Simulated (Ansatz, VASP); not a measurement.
## Two plane-wave programs on As3O2

```xyz
5
Lattice="4.9366 -2.3628 0.0000 4.9366 2.3628 0.0000 0.0000 0.0000 3.7673" Properties=species:S:1:pos:R:3 pbc="T T T"
As    7.1905    0.0000    0.0000
As    2.6827    0.0000    0.0000
As    0.0000    0.0000    0.0000
O     4.9366    0.0000    0.0000
O     4.9366    0.0000    1.8836
```

Alike in both runs: functional PBE; k mesh 4 × 4 × 6; occupations gaussian, width 0.1 eV; no spin polarisation.

Ansatz relaxed the structure, and its values are those at the end. VASP's run is a single point on that final structure, the one shown.

```csv
,VASP,Ansatz
version,VASP 6.6.1,Ansatz 0.2.0
potentials or method,"VASP PAW PBE potentials, release 64 (As, O), cutoff 520 eV","scalar-relativistic, plane waves, PAW"
valence electrons in the cell,27,57
```

```csv
,VASP,Ansatz,Ansatz less VASP
gap on the k mesh at the Fermi level (eV),none,none,-
pressure (GPa),0.1,0.0,-0.05
rms of the force components (eV/Å),0.014,0.006,-0.0079
```

A gap of «none» marks a metal or a gap that the smearing closes. VASP's potentials hold 27 valence electrons a cell and Ansatz's 57, so a difference there can come from the potentials and not from the codes.

The k mesh is coarse, so the values compare programs but aren't converged.
